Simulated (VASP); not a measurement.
Here is a VASP 6.6.1 calculation.

File INCAR:

```
SYSTEM = Br
  PREC = Accurate
  ENCUT = 520
  EDIFF = 1E-6
  ISMEAR = -1
  SIGMA = 0.05
  LREAL = .False.
  LASPH = .True.
  NELM = 100
  ALGO = Normal
  ISIF = 2
  LWAVE = .False.
  LCHARG = .False.
  GGA = RE
  IVDW = 13
  NBANDS = 22
```

File KPOINTS:

```
Automatic mesh
0
Gamma
  7 7 3
  0 0 0
```

The input POSCAR:

```
Br
1.0
    3.3701926800     -2.0830154851      0.0000000000
    3.3701926800      2.0830154851      0.0000000000
    0.0000000000      0.0000000000      8.5674374233
Br
4
Direct
    0.3482494452      0.6517505548      0.3813025789
    0.1517505548      0.8482494452      0.8813025789
    0.6517505548      0.3482494452      0.6186974211
    0.8482494452      0.1517505548      0.1186974211
```

Potentials or basis: VASP PAW PBE potentials, release 64 (Br).

Launch:

```bash
$ cat potpaw_PBE.64/Br/POTCAR > POTCAR
$ mpirun -np 1 vasp_std > vasp.out
```

What does it give for the largest force?

0.005 eV/Å.

Estimate the dispersion energy per atom.

-0.475 eV.

Estimate the pressure.

0.0 GPa.

Forces on the atoms (eV/Å):
```
Br   0.000  0.001  0.005
Br   0.000 -0.001  0.005
Br   0.000 -0.001 -0.005
Br   0.000  0.001 -0.005
```

Caveat: the PAW data sets were made with another functional, which shifts forces and pressure a little.
